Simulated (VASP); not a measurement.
AlN, 4 atoms in the cell. It takes space group P6_3mc (No. 186, hexagonal). The conventional cell has a = 3.041 Å, b = 3.041 Å, c = 4.838 Å, α = 90.00°, β = 90.00°, γ = 120.00°. Within 2.4 Å of Al (site symmetry 3m) lie 4 N at 1.84 to 1.86 Å. N (site symmetry 3m) has 4 Al at 1.84 to 1.86 Å within 2.4 Å.  This cell differs from its parent crystal: volume scaled by 0.91, then relaxed in part.

```yaml
Program: VASP 6.6.1
Task: single point
Functional: PBE
Potentials_or_basis: VASP PAW PBE potentials, release 64 (Al, N)
Cutoff: 520 eV
k_mesh: 9 × 9 × 6
Occupations: gaussian, width 0.02 eV
Spin: no spin polarisation
Dipole_correction: no
Further_INCAR_settings: ALGO = Normal; EDIFF = 1e-07; NBANDS = 16
```

Potentials or basis: VASP PAW PBE potentials, release 64 (Al, N).

Run with:

```bash
$ cat potpaw_PBE.64/Al/POTCAR potpaw_PBE.64/N/POTCAR > POTCAR
$ mpirun -np 1 vasp_std > vasp.out
```

Hardware: 1 thread of Intel(R) Xeon(R) Platinum 8559C (Emerald Rapids), with other jobs on the host.

Q: Estimate the wall time of this run.

A: Run time: 13 s on 1 thread of Intel(R) Xeon(R) Platinum 8559C (Emerald Rapids) (shared host), peak memory 0.16 GiB. Counts: scf iterations 14, k points 48.
